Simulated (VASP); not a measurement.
A run of VASP 6.6.1:

INCAR

```
ALGO = Normal ; EDIFF = 1E-8
ENCUT = 520 ; GGA = CA
IBRION = 8 ; ISIF = 2
ISMEAR = 0 ; LASPH = T
LCHARG = T ; LREAL = F
LWAVE = F ; NELM = 100
NSW = 1 ; PREC = Accurate
SIGMA = 0.01
```

The input KPOINTS:

```
k-points
0
Gamma
  8 8 8
```

File POSCAR:

```
GaSb
1.0
    0.0000000000      3.0234172919      3.0234172919
    3.0234172919      0.0000000000      3.0234172919
    3.0234172919      3.0234172919      0.0000000000
Ga Sb
1 1
Direct
    0.0000000000      0.0000000000      0.0000000000
    0.2500000000      0.2500000000      0.2500000000
```

Potentials or basis: VASP PAW LDA potentials, release 64 (Ga_d, Sb).

Run with:

```sh
$ cat potpaw_LDA.64/Ga_d/POTCAR potpaw_LDA.64/Sb/POTCAR > POTCAR
$ mpirun -np 1 vasp_std > vasp.out
```

Hardware: 1 thread of Intel(R) Xeon(R) Platinum 8175M CPU @ 2.50GHz (Skylake/Cascade Lake), with other jobs on the host.

How long does it take, and how much memory?

It took 3.5 min on 1 thread of Intel(R) Xeon(R) Platinum 8175M CPU @ 2.50GHz (Skylake/Cascade Lake), with other jobs on the host, peak memory 0.32 GiB. Counts: scf iterations 44, k points 29.
